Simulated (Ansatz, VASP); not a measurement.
## Li3TaO4 in VASP and in Ansatz

```
Li Ta O
1.0
    -2.04226    2.04226    4.25296
     2.04226   -2.04226    4.25296
     2.04226    2.04226   -4.25296
Li Ta O
3 1 4
Direct
  0.51910 0.51910 0.00000
  0.25161 0.75161 0.50000
  0.75161 0.25161 0.50000
  0.99953 0.99953 0.00000
  0.99976 0.49976 0.50000
  0.77231 0.77231 0.00000
  0.49976 0.99976 0.50000
  0.22379 0.22379 0.00000
```

Change from the starting cell: mode 1 (-167.1 1/cm) frozen in, largest displacement +0.163 Å.

Alike in both runs: task single point; functional PBEsol; k mesh 10 × 10 × 10; occupations gaussian, width 0.05 eV; no spin polarisation.

|  | VASP | Ansatz |
| --- | --- | --- |
| version | VASP 6.6.1 | Ansatz 0.2.0 |
| potentials or method | VASP PAW PBE potentials, release 64 (Li_sv, Ta_pv, O), cutoff 520 eV | scalar-relativistic, plane waves, PAW |
| valence electrons in the cell | 44 | 46 |

VASP gave:

| Quantity | Value |
| --- | --- |
| gap on the k mesh at the Fermi level (eV) | 1.55 |
| least direct gap on the mesh (eV) | 1.61 |
| rms of the force components (eV/Å) | 0.048 |

**Question.** Which values does Ansatz return?

**Answer.** gap on the k mesh at the Fermi level (eV): 1.60; least direct gap on the mesh (eV): 1.66; rms of the force components (eV/Å): 0.023.

VASP's potentials were made for PBE, not for PBEsol. Atom by atom the forces differ by 0.042 eV/Å (rms over components). With one functional, cell and mesh, what is left measures potentials, basis and numerics. VASP's potentials hold 44 valence electrons a cell and Ansatz's 46, so a difference there can come from the potentials and not from the codes.

Spin-orbit coupling is off throughout. Noted on VASP's run: the cutoff is short for stress, so the pressure is rough.
